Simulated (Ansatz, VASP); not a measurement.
CsI in VASP and in Ansatz

```
Cs I
1.0
     4.61888    0.00000    0.00000
     0.00000    4.61888    0.00000
     0.00000    0.00000    4.61888
Cs I
1 1
Direct
  0.00000 0.00000 0.00000
  0.50000 0.50000 0.50000
```

Alike in both runs: task single point; functional PBE; k mesh 6 × 6 × 6; occupations gaussian, width 0.02 eV; no spin polarisation.

```csv
,VASP,Ansatz
version,VASP 6.6.1,Ansatz 0.2.0
potentials or method,"VASP PAW PBE potentials, release 64 (Cs_sv, I), cutoff 500 eV","scalar-relativistic, plane waves, PAW"
valence electrons in the cell,16,26
```

VASP gave:

| Item | Value |
| --- | --- |
| gap on the k mesh at the Fermi level (eV) | 3.77 |
| least direct gap on the mesh (eV) | 3.86 |
| pressure (GPa) | 0.4 |

What did Ansatz give for the same quantities?

gap on the k mesh at the Fermi level (eV): 3.78; least direct gap on the mesh (eV): 3.87; pressure (GPa): 0.3.

VASP's potentials hold 16 valence electrons a cell and Ansatz's 26, so a difference there can come from the potentials and not from the codes.

Neither program's run includes spin-orbit coupling.
